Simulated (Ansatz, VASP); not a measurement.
# HfN: VASP beside Ansatz

```xyz
2
Lattice="0.0000 2.2740 2.2740 2.2740 0.0000 2.2740 2.2740 2.2740 0.0000" Properties=species:S:1:pos:R:3 pbc="T T T"
Hf    0.0000    0.0000    0.0000
N     2.2740    2.2740    2.2740
```

Change from the starting cell: volume scaled by 1.02, crystal datasets.

Alike in both runs: task electric field gradients; functional PBEsol; k mesh 10 × 10 × 10; occupations fermi-dirac, width 0.01 eV; no spin polarisation.

|  | VASP | Ansatz |
| --- | --- | --- |
| version | VASP 6.6.1 | Ansatz 0.2.0 |
| potentials or method | VASP PAW PBE potentials, release 64 (Hf_pv, N), cutoff 520 eV | all-electron PAW with datasets made for the crystal, scalar-relativistic |

|  | VASP | Ansatz | Ansatz less VASP |
| --- | --- | --- | --- |
| pressure (GPa) | -10.3 | -8.1 | +2.15 |

VASP's potentials were made for PBE, not for PBEsol. Ansatz ran all-electron here, and VASP with PAW potentials.

Spin-orbit coupling is off throughout.
